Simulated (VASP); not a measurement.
# BaTiO3 in VASP: notebook, part 2 of 2

VASP 6.6.1. Earlier steps stand in the parts before.

### 5 Single point, PBEsol (volume scaled by 0.96)

File INCAR:

```
ALGO     = Normal         # electronic algorithm
EDIFF    = 1E-6           # SCF threshold, eV
ENCUT    = 520            # plane-wave cutoff, eV
GGA      = PS             # functional
ISIF     = 2              # what is computed and relaxed
ISMEAR   = -1             # smearing method
LASPH    = True           # aspherical terms in the spheres
LCHARG   = False          # write CHGCAR
LREAL    = False          # projectors in reciprocal space
LWAVE    = False          # write WAVECAR
NBANDS   = 28             # bands
NELM     = 100            # most SCF steps
PREC     = Accurate       # precision mode
SIGMA    = 0.05           # smearing width, eV
```

File KPOINTS:

```
k-points
0
Gamma
  8 8 8
```

File POSCAR:

```
BaTiO3
1.0
    3.9302542101      0.0000000000      0.0000000000
    0.0000000000      2.7987067862      2.8073385284
    0.0000000000     -2.7987067862      2.8073385284
Ba Ti O
1 1 3
Direct
    0.0000000000      0.0000000000      0.0000000000
    0.5000000000      0.5079000000      0.5079000000
    0.0000000000      0.4921000000      0.4921000000
    0.5000000000      0.5025100000      0.9937100000
    0.5000000000      0.9937100000      0.5025100000
```

The run is started by

```console
> cat potpaw_PBE.64/Ba_sv/POTCAR potpaw_PBE.64/Ti_sv/POTCAR potpaw_PBE.64/O/POTCAR > POTCAR
> mpirun -np 1 vasp_std > vasp.out
```

It took 2 min on 1 thread of AMD EPYC 7R13 (Zen 3), shared host; peak memory 0.27 GiB.

The run converged. Its results:

- Free energy: -41.9571 eV
- Pressure: 4.9 GPa
- Largest force: 0.142 eV/Å
- Band gap on the k mesh: 1.82 eV, indirect (least direct gap 1.96 eV)

Forces on the atoms (eV/Å):
```
Ba   0.000  0.000  0.091
Ti   0.000  0.000  0.056
O    0.000  0.000  0.084
O    0.000 -0.082 -0.115
O    0.000  0.082 -0.115
```

Stress tensor (GPa, compression positive):
```
5.76 0.00 0.00
0.00 4.93 0.00
0.00 0.00 4.15
```

Levels at points of the mesh, in eV from the valence-band top:
| k point | band 16 | band 17 | band 18 | band 19 | band 20 | band 21 | band 22 | band 23 | band 24 | band 25 |
| --- | --- | --- | --- | --- | --- | --- | --- | --- | --- | --- |
| (0.00, 0.00, 0.00) | -1.19 | -1.18 | -0.21 | -0.17 | -0.14 | 1.82 | 1.85 | 1.94 | 4.24 | 4.30 |
| (0.50, 0.00, 0.00) | -2.10 | -1.93 | -1.88 | -0.79 | -0.75 | 2.03 | 3.73 | 3.76 | 4.24 | 6.32 |
| (0.00, 0.50, 0.00) | -2.06 | -1.89 | -1.81 | -0.77 | -0.73 | 2.05 | 3.69 | 3.71 | 4.29 | 6.35 |
| (0.50, 0.50, 0.00) | -2.90 | -1.72 | -0.85 | -0.85 | -0.09 | 3.71 | 3.76 | 4.15 | 5.09 | 7.99 |
| (0.00, 0.50, 0.50) | -2.85 | -1.70 | -0.90 | -0.88 | -0.14 | 3.70 | 3.73 | 4.12 | 5.20 | 7.96 |
| (0.50, 0.50, 0.50) | -2.42 | -2.36 | -0.03 | 0.00 | 0.00 | 4.42 | 4.43 | 4.45 | 6.78 | 6.78 |

Caveat: the PAW data sets were made with another functional, which shifts forces and pressure a little; spin-orbit coupling is left out, which moves the levels of the heavy elements.

### 6 Single point, PBEsol (volume scaled by 0.99)

File INCAR:

```
ALGO = Normal
EDIFF = 1E-6
ENCUT = 520
GGA = PS
ISIF = 2
ISMEAR = -1
LASPH = T
LCHARG = F
LREAL = F
LWAVE = F
NBANDS = 28
NELM = 100
PREC = Accurate
SIGMA = 0.05
```

KPOINTS is that of step 5.

Changes to POSCAR since step 5:

```diff
@@ -2,5 +2,5 @@
 1.0
-    3.9302542101      0.0000000000      0.0000000000
-    0.0000000000      2.7987067862      2.8073385284
-    0.0000000000     -2.7987067862      2.8073385284
+    3.9707751513      0.0000000000      0.0000000000
+    0.0000000000      2.8275614676      2.8362822032
+    0.0000000000     -2.8275614676      2.8362822032
 Ba Ti O
```

Potentials or basis: VASP PAW PBE potentials, release 64 (Ba_sv, Ti_sv, O).

The run is started by

```console
> cat potpaw_PBE.64/Ba_sv/POTCAR potpaw_PBE.64/Ti_sv/POTCAR potpaw_PBE.64/O/POTCAR > POTCAR
> mpirun -np 1 vasp_std > vasp.out
```

OUTCAR:

```text
EDIFF = 1E-6
   ENCUT = 520
   GGA = PS
   ISIF = 2
   ISMEAR = -1
   LASPH = T
   LREAL = F
   NELM = 100
   PREC = Accurate

 ion  position               nearest neighbor table
   1  0.000  0.000  0.000-   3 2.79   4 2.81   5 2.81   4 2.81   5 2.81   4 2.83   5 2.83   5 2.83
                             4 2.83   3 2.83   3 2.83   3 2.88   2 3.43   2 3.43   2 3.46   2 3.46
   2  0.500  0.508  0.508-   4 1.95   5 1.95   3 1.99   3 1.99   5 2.06   4 2.06   1 3.43   1 3.43
                             1 3.46   1 3.46   1 3.46   1 3.46   1 3.50   1 3.50
   3  0.000  0.492  0.492-   2 1.99   2 1.99   1 2.79   1 2.83   1 2.83   1 2.88
   4  0.500  0.503  0.994-   2 1.95   2 2.06   1 2.81   1 2.81   1 2.83   1 2.83
   5  0.500  0.994  0.503-   2 1.95   2 2.06   1 2.81   1 2.81   1 2.83   1 2.83

  LATTYP: Found a base centered orthorhombic cell.
 ALAT       =     5.6551229352
 B/A-ratio  =     1.0030841896
 C/A-ratio  =     0.7021554079

  Lattice vectors:

 A1 = (   0.0000000000,   2.8275614676,  -2.8362822032)
 A2 = (   0.0000000000,   2.8275614676,   2.8362822032)
 A3 = (   3.9707751513,   0.0000000000,   0.0000000000)

Analysis of symmetry for initial positions (statically):
=====================================================================
 Subroutine PRICEL returns:
 Original cell was already a primitive cell.

 Routine SETGRP: Setting up the symmetry group for a
 base centered orthorhombic supercell.

 Subroutine GETGRP returns: Found  4 space group operations
 (whereof  4 operations were pure point group operations)
 out of a pool of  8 trial point group operations.

The static configuration has the point symmetry C_2v.

Analysis of symmetry for dynamics (positions and initial velocities):
=====================================================================
 Subroutine PRICEL returns:
 Original cell was already a primitive cell.

 Routine SETGRP: Setting up the symmetry group for a
 base centered orthorhombic supercell.

 Subroutine GETGRP returns: Found  4 space group operations
 (whereof  4 operations were pure point group operations)
 out of a pool of  8 trial point group operations.

The dynamic configuration has the point symmetry C_2v.

 Subroutine INISYM returns: Found  4 space group operations
 (whereof  4 operations are pure point group operations),
 and found     1 'primitive' translations

----------------------------------------------------------------------------------------

                                     Primitive cell

  volume of cell :      63.6893

  direct lattice vectors                    reciprocal lattice vectors
     3.970775151  0.000000000  0.000000000     0.251839996  0.000000000  0.000000000
     0.000000000  2.827561468  2.836282203     0.000000000  0.176830815  0.176287113
     0.000000000 -2.827561468  2.836282203     0.000000000 -0.176830815  0.176287113

  length of vectors
     3.970775151  4.004947015  4.004947015     0.251839996  0.249692377  0.249692377

  position of ions in fractional coordinates (direct lattice)
     0.000000000  0.000000000  0.000000000
     0.500000000  0.507900000  0.507900000
     0.000000000  0.492100000  0.492100000
     0.500000000  0.502510000  0.993710000
     0.500000000  0.993710000  0.502510000

  ion indices of the primitive-cell ions
[... 26 lines left out ...]
     0.000000000  0.000000000  0.000000000

 Subroutine IBZKPT returns following result:
 ===========================================

 Found    105 irreducible k-points:

 Following reciprocal coordinates:
            Coordinates               Weight
  0.000000  0.000000  0.000000      1.000000
  0.125000  0.000000  0.000000      2.000000
  0.250000  0.000000  0.000000      2.000000
  0.375000  0.000000  0.000000      2.000000
  0.500000  0.000000  0.000000      1.000000
  0.000000  0.125000  0.000000      4.000000
[... 16 lines left out ...]
  0.250000  0.500000  0.000000      4.000000
  0.375000  0.500000  0.000000      4.000000
 [... further k-points ...]
   k-points           NKPTS =    105   k-points in BZ     NKDIM =    105   number of bands    NBANDS=     28
   number of dos      NEDOS =    301   number of ions     NIONS =      5
   total plane-waves  NPLWV =  27000
   dimension x,y,z NGX =    30 NGY =   30 NGZ =   30
   dimension x,y,z NGXF=    60 NGYF=   60 NGZF=   60
   ions per type =               1   1   3
   NGX,Y,Z   is equivalent  to a cutoff of  12.56, 12.45, 12.45 a.u.
   NGXF,Y,Z  is equivalent  to a cutoff of  25.12, 24.91, 24.91 a.u.
 SYSTEM =  unknown system
   PREC   = accura    normal or accurate (medium, high low for compatibility)
   ISTART =      0    job   : 0-new  1-cont  2-samecut
   ICHARG =      2    charge: 1-file 2-atom 10-const
   ISPIN  =      1    spin polarized calculation?
   LNONCOLLINEAR =      F non collinear calculations
   LSORBIT =      F    spin-orbit coupling
   LASPH  =      T    aspherical Exc in radial PAW
   ENCUT  =  520.0 eV  38.22 Ry    6.18 a.u.   7.38  7.45  7.45*2*pi/ulx,y,z
   NELM   =    100;   NELMIN=  2; NELMDL= -5     # of ELM steps
   EDIFF  = 0.1E-05   stopping-criterion for ELM
   LREAL  =      F    real-space projection
   EDIFFG = 0.1E-04   stopping-criterion for IOM
   NSW    =      0    number of steps for IOM
   IBRION =     -1    ionic relax: 0-MD 1-quasi-New 2-CG
   NFREE  =      0    steps in history (QN), initial steepest desc. (CG)
   ISIF   =      2    stress and relaxation
   ISYM   =      2    0-nonsym 1-usesym 2-fastsym
   POTIM  = 0.5000    time-step for ionic-motion
   TEBEG  =    0.0;   TEEND  =   0.0 temperature during run
   PSTRESS=    0.0 pullay stress
   NELECT =      40.0000    total number of electrons
   NUPDOWN=      -1.0000    fix difference up-down
   EMIN   =  10.00;   EMAX   =-10.00  energy-range for DOS
   EFERMI =   0.00;   METHOD = LEGACY
   ISMEAR =    -1;   SIGMA  =   0.05  broadening in eV -4-tet -1-fermi 0-gaus
   EFERMI_NEDOS =   21; number of points for ismear=-14 and -15
   IALGO  =     38    algorithm
   IMIX   =      4    mixing-type and parameters
     AMIX     =   0.40;   BMIX     =  1.00
     AMIX_MAG =   1.60;   BMIX_MAG =  1.00
  volume/ion in A,a.u.               =      12.74        85.96
  Fermi-wavevector in a.u.,A,eV,Ry     =   1.401972  2.649342 26.742585  1.965525
  Thomas-Fermi vector in A             =   2.524780
   LORBIT       =      0    0 simple, 1 ext, 2 COOP (PROOUT), +10 PAW based schemes
   GGA     = PS    functional components
   LHFCALC =     F    Hartree Fock is set to
   AEXX    =    0.0000 exact exchange contribution
   IVDW    =     0    specifies the selected vdW correction
   LEPSILON=     F    determine dielectric tensor
   LRPA    =     F    only Hartree local field effects (RPA)
 non-spin polarized calculation
  energy-cutoff  :      520.00
  volume of cell :       63.69
 maximum number of plane-waves:      1743
 NGX is ok and might be reduce to    30
   NGX = 15   NGY = 15   NGZ = 15

 number of electron      39.9999997 magnetization

 Free energy of the ion-electron system (eV)
  ---------------------------------------------------
  ext. energy  EPLUGINS =         0.00000000
  ---------------------------------------------------
  free energy    TOTEN  =       -41.98300848 eV

  energy without entropy =      -41.98300848  energy(sigma->0) =      -41.98300848

 E-fermi :   4.6515     XC(G=0): -11.5510

 val. band max:        3.7447620763   @ k =   0.5000   0.5000   0.5000
 cond. band min:       5.5086421082   @ k =   0.0000   0.0000   0.0000
 fundamental gap:      1.7638800319
 Fermi energy:         4.6514589193

 k-point     1 :       0.0000    0.0000    0.0000
  band No.  band energies     occupation
      1     -52.5610      2.00000
      2     -28.8970      2.00000
      3     -28.8947      2.00000
      4     -28.8911      2.00000
      5     -21.0061      2.00000
      6     -13.0879      2.00000
[... 733 lines left out ...]
     27      11.7726      0.00000
     28      13.3823      0.00000

 [... further k-points ...]
[... 5 lines left out ...]
  --------------------------------------------------------------------------------------
  -------------------------------------------------------------------------------------
  Total       -0.0391089     -0.3164308     -0.6043181      0.0000000      0.0000000      0.0000000
  in kB       -0.9838282     -7.9601747    -15.2023042      0.0000000      0.0000000      0.0000000
  external PRESSURE =      -8.0487690 kB  Pullay stress =       0.0000000 kB

 VOLUME and BASIS-vectors are now :
 -----------------------------------------------------------------------------
  energy-cutoff  :      520.00
  volume of cell :       63.69
      direct lattice vectors                 reciprocal lattice vectors
     3.970775151  0.000000000  0.000000000     0.251839996  0.000000000  0.000000000
     0.000000000  2.827561468  2.836282203     0.000000000  0.176830815  0.176287113
     0.000000000 -2.827561468  2.836282203     0.000000000 -0.176830815  0.176287113

 POSITION                                       TOTAL-FORCE (eV/Angst)
 -----------------------------------------------------------------------------------
      0.00000      0.00000      0.00000         0.000000      0.000000      0.088316
      1.98539      0.00000      2.88110         0.000000      0.000000      0.167748
      0.00000      0.00000      2.79147         0.000000      0.000000      0.096732
      1.98539     -1.38890      4.24370         0.000000     -0.002487     -0.176398
      1.98539      1.38890      4.24370         0.000000      0.002487     -0.176398
 -----------------------------------------------------------------------------------
    total drift:                                0.000000     -0.000000     -0.000249

  FREE ENERGIE OF THE ION-ELECTRON SYSTEM (eV)
  ---------------------------------------------------
  free  energy   TOTEN  =       -41.9830084796 eV

  energy  without entropy=      -41.9830084783  energy(sigma->0) =      -41.98300848
```

OSZICAR:

```text
N       E                     dE             d eps       ncg     rms          rms(c)
DAV:   1     0.434539411592E+03    0.43454E+03   -0.20863E+04  5880   0.155E+03
DAV:   2    -0.576415699505E+01   -0.44030E+03   -0.41955E+03  6736   0.429E+02
DAV:   3    -0.500727536298E+02   -0.44309E+02   -0.43892E+02  8252   0.134E+02
DAV:   4    -0.521938747893E+02   -0.21211E+01   -0.21167E+01  8828   0.248E+01
DAV:   5    -0.522532493813E+02   -0.59375E-01   -0.59364E-01  7996   0.325E+00    0.228E+01
DAV:   6    -0.422153027197E+02    0.10038E+02   -0.52843E+01  8344   0.654E+01    0.975E+00
DAV:   7    -0.421422459002E+02    0.73057E-01   -0.90907E+00  7824   0.215E+01    0.675E+00
DAV:   8    -0.419774609374E+02    0.16478E+00   -0.88194E-01  7248   0.865E+00    0.269E+00
DAV:   9    -0.420030278989E+02   -0.25567E-01   -0.20429E-01  7884   0.293E+00    0.128E+00
DAV:  10    -0.419832985178E+02    0.19729E-01   -0.10431E-01  6984   0.330E+00    0.219E-01
DAV:  11    -0.419830442733E+02    0.25424E-03   -0.32879E-03  7172   0.450E-01    0.574E-02
DAV:  12    -0.419830569778E+02   -0.12704E-04   -0.29538E-04  7020   0.123E-01    0.604E-02
DAV:  13    -0.419830102247E+02    0.46753E-04   -0.24646E-04  6760   0.165E-01    0.200E-02
DAV:  14    -0.419830085740E+02    0.16507E-05   -0.22111E-05  7388   0.463E-02    0.663E-03
DAV:  15    -0.419830084796E+02    0.94470E-07   -0.73173E-06  7884   0.239E-02
   1 F= -.41983008E+02 E0= -.41983008E+02  d E =-.131492E-08
```

stdout:

```text
POSCAR found type information on POSCAR BaTiO
 POSCAR found :  3 types and       5 ions
 scaLAPACK will be used
 -----------------------------------------------------------------------------
|                                                                             |
|                                                                             |
|     You enforced a specific xc type in the INCAR file but a different       |
|     I HOPE YOU KNOW WHAT YOU ARE DOING!                                     |
|                                                                             |
 -----------------------------------------------------------------------------

 LDA part: xc-table for (Slater+PW92), standard interpolation
 POSCAR, INCAR and KPOINTS ok, starting setup
 FFT: planning ... GRIDC
 FFT: planning ... GRID_SOFT
 FFT: planning ... GRID
 WAVECAR not read
 entering main loop
```

It took 2.2 min on 1 thread of AMD EPYC 7R13 (Zen 3), shared host; peak memory 0.27 GiB.

Results:

* Free energy: -41.9830 eV
* Pressure: -0.8 GPa
* Largest force: 0.176 eV/Å
* Band gap on the k mesh: 1.76 eV, indirect (least direct gap 1.93 eV)

Forces on the atoms (eV/Å):
```
Ba   0.000  0.000  0.088
Ti   0.000  0.000  0.168
O    0.000  0.000  0.097
O    0.000 -0.002 -0.176
O    0.000  0.002 -0.176
```

Levels at points of the mesh, in eV from the valence-band top:
```csv
k point,band 18,band 19,band 20,band 21,band 22,band 23
"(0.00, 0.00, 0.00)",-0.24,-0.20,-0.17,1.76,1.79,1.87
"(0.50, 0.00, 0.00)",-1.84,-0.79,-0.75,1.95,3.57,3.60
"(0.00, 0.50, 0.00)",-1.77,-0.78,-0.73,1.97,3.54,3.55
"(0.50, 0.50, 0.00)",-0.87,-0.87,-0.09,3.55,3.60,3.98
"(0.00, 0.50, 0.50)",-0.92,-0.90,-0.13,3.54,3.57,3.95
"(0.50, 0.50, 0.50)",-0.03,0.00,0.00,4.22,4.23,4.25
```

Caveat: the PAW data sets were made with another functional, which shifts forces and pressure a little; spin-orbit coupling is left out, which moves the levels of the heavy elements. A k mesh can miss the band edges.

### 7 Overview

| cell | gap on the mesh (eV) | pressure (GPa) | largest force (eV/Å) |
| --- | --- | --- | --- |
| a = 3.984, b = 4.039, c = 3.998 Å, angles 89.8, 90.0, 89.2°, 5 atoms | 1.72 | -2.5 | 0.22 |
| a = 3.984, b = 3.979, c = 4.059 Å, angles 89.8, 90.0, 91.6°, 5 atoms | 1.68 | -2.4 | 0.24 |
| a = 3.984, b = 3.998, c = 4.038 Å, angles 89.8, 90.0, 90.8°, 5 atoms | 1.72 | -2.5 | 0.22 |
| a = 3.930, b = 3.964, c = 3.964 Å, angles 89.8, 90.0, 90.0°, 5 atoms | 1.82 | 4.9 | 0.14 |
| a = 3.971, b = 4.005, c = 4.005 Å, angles 89.8, 90.0, 90.0°, 5 atoms | 1.76 | -0.8 | 0.18 |

Alike in all rows: task single point; level PBEsol; potentials or basis VASP PAW PBE potentials, release 64 (Ba_sv, Ti_sv, O); no spin polarisation; k mesh 8 × 8 × 8; cutoff (eV) 520; smearing fermi-dirac 0.05 eV.

Caveats: the PAW data sets were made with another functional, which shifts forces and pressure a little; spin-orbit coupling is left out, which moves the levels of the heavy elements.

Absolute energies hang on the potentials; compare differences alone.
